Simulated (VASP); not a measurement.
Here is a VASP 6.6.1 calculation.

INCAR

```
SYSTEM = NiMoIrPdW
  ALGO = Fast
  EDIFF = 1E-7
  ENCUT = 520
  GGA = PE
  ISIF = 2
  ISMEAR = -1
  ISPIN = 2
  LASPH = .TRUE.
  LCHARG = .FALSE.
  LMAXMIX = 4
  LORBIT = 11
  LREAL = .FALSE.
  LWAVE = .FALSE.
  MAGMOM = 1 1 0 0.6 0
  NBANDS = 40
  NELM = 150
  PREC = Accurate
  SIGMA = 0.05
```

KPOINTS

```
k-points
0
G
  8 8 2
  0 0 0
```

POSCAR

```
NiMoIrPdW
1.0
    2.7790638441      0.0000000000      0.0000000000
   -1.3895319220      2.4067342363      0.0000000000
    0.0000000000      0.0000000000     11.4156149040
Ni Mo Pd Ir W
1 1 1 1 1
Direct
    0.0000000000      0.0000000000      0.7091700000
    0.6666700000      0.3333300000      0.2942500000
    0.6666700000      0.3333300000      0.8990100000
    0.0000000000      0.0000000000      0.1060400000
    0.6666700000      0.3333300000      0.5292100000
```

Potentials or basis: VASP PAW PBE potentials, release 64 (Ni, Mo_sv, Pd, Ir, W_sv).

Command:

```bash
$ cat potpaw_PBE.64/Ni/POTCAR potpaw_PBE.64/Mo_sv/POTCAR potpaw_PBE.64/Pd/POTCAR potpaw_PBE.64/Ir/POTCAR potpaw_PBE.64/W_sv/POTCAR > POTCAR
$ mpirun -np 1 vasp_std > vasp.out
```

Estimate the largest force.

0.165 eV/Å.

Estimate the net moment.

0.00 μB per cell.

What does it give for the pressure?

-4.2 GPa.

Stress tensor (GPa, compression positive):
```
-4.11  0.00  0.00
 0.00 -4.11  0.00
 0.00  0.00 -4.23
```
